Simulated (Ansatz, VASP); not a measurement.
**One calculation of Ni, two programs**

```
CELL_PARAMETERS angstrom
0.00000 2.68138 2.68138
2.68138 0.00000 2.68138
2.68138 2.68138 0.00000
ATOMIC_POSITIONS crystal
Ni 0.12500 0.12500 0.12500
Ni 0.87500 0.87500 0.87500
```

Alike in both runs: task single point; functional RPBE; k mesh 12 × 12 × 12; occupations fermi-dirac, width 0.05 eV; collinear spin.

|  | VASP | Ansatz |
| --- | --- | --- |
| version | VASP 6.6.1 | Ansatz 0.2.0 |
| potentials or method | VASP PAW PBE potentials, release 64 (Ni), cutoff 520 eV | plane waves (420 eV) with PAW, scalar-relativistic |
| valence electrons in the cell | 20 | 36 |

|  | VASP | Ansatz | Ansatz less VASP |
| --- | --- | --- | --- |
| pressure (GPa) | -6.6 | -6.8 | -0.19 |
| net moment per atom (μB) | 0.81 | 0.82 | +0.016 |
| size of the moment on the site where the two differ most (μB) | 0.83 | 0.88 | +0.048 |

VASP's potentials were made for PBE, not for RPBE. Site moments also hang on the region over which each program counts them. VASP's potentials hold 20 valence electrons a cell and Ansatz's 36, so a difference there can come from the potentials and not from the codes.
